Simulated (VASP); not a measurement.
BAs, 2 atoms in the cell. Symmetry: F-43m, No. 216, cubic system. The conventional cell has a = 4.524 Å, b = 4.524 Å, c = 4.524 Å, α = 90.00°, β = 90.00°, γ = 90.00°. Within 2.6 Å of B (site symmetry -43m) lie 4 As at 1.96 Å. Within 2.6 Å of As (site symmetry -43m) lie 4 B at 1.96 Å. 

```yaml
Program: VASP 6.6.1
Task: elastic constants
Functional: PBE
Potentials_or_basis: VASP PAW PBE potentials, release 64 (B, As)
Cutoff: 600 eV
k_mesh: 10 × 10 × 10
Occupations: gaussian, width 0.01 eV
Spin: no spin polarisation
Dipole_correction: no
Ions_in_elastic_constants: relaxed
Further_INCAR_settings: ALGO = Normal; EDIFF = 1e-08; NBANDS = 11; IBRION = 6; POTIM = 0.015; NSW = 1; ISIF = 3
```

Potentials or basis: VASP PAW PBE potentials, release 64 (B, As).

The run is started by

```console
$ cat potpaw_PBE.64/B/POTCAR potpaw_PBE.64/As/POTCAR > POTCAR
$ mpirun -np 1 vasp_std > vasp.out
```

Hardware: 1 thread of Intel Xeon 8259CL, with other jobs on the host.

Problem. How long does it take, and how much memory?

Solution. Run time: 12 min on 1 thread of Intel Xeon 8259CL, with other jobs on the host, peak memory 0.31 GiB. Counts: scf iterations 150, k points 47.
